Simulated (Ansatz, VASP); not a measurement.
## MgO: VASP beside Ansatz

```xyz
24
Lattice="6.0158 0.0000 0.0000 -3.0079 5.2099 0.0000 0.0000 0.0000 24.1399" Properties=species:S:1:pos:R:3 pbc="T T T"
O     0.0000    1.7366    8.0000
O    -1.5040    4.3416    8.0000
O     3.0079    1.7366    8.0000
O     1.5040    4.3416    8.0000
O     1.5040    2.6049   10.4560
O     3.0079    0.0000   10.4560
O    -1.5040    2.6049   10.4560
O     0.0000    0.0000   10.4560
O     3.0161    3.4774   12.7780
O     4.5086    0.8666   13.0287
O     0.0357    3.4449   13.0305
O     1.4961    0.9117   13.0275
Mg    1.5040    0.8683    9.2280
Mg    0.0000    3.4733    9.2280
Mg    4.5119    0.8683    9.2280
Mg    3.0079    3.4733    9.2280
Mg    3.0010    1.7373   11.5689
Mg    1.5008    4.3352   11.5691
Mg    0.0135    1.7439   11.5841
Mg   -1.5101    4.3383   11.5459
Mg   -1.5746    2.6380   13.9685
Mg   -0.0074   -0.0785   13.9691
Mg    1.6412    2.6836   14.0574
Mg    2.8764   -0.0756   14.2573
```

Alike in both runs: task single point; functional PBE; k mesh 3 × 3 × 1; occupations gaussian, width 0.05 eV; no spin polarisation.

```csv
,VASP,Ansatz
version,VASP 6.6.1,Ansatz 0.2.0
potentials or method,"VASP PAW PBE potentials, release 64 (O, Mg), cutoff 520 eV","scalar-relativistic, plane waves, PAW"
valence electrons in the cell,96,192
```

```tsv
	VASP	Ansatz	Ansatz less VASP
gap on the k mesh at the Fermi level (eV)	none	none	-
rms of the force components (eV/Å)	0.893	0.896	+0.0032
work function, face that differs most (eV)	10.04	10.03	-0.019
```

A gap of «none» marks a metal or a gap that the smearing closes. With one functional, cell and mesh, what is left measures potentials, basis and numerics. VASP's potentials hold 96 valence electrons a cell and Ansatz's 192, so a difference there can come from the potentials and not from the codes.

The k mesh is coarse, so the values compare programs but aren't converged.
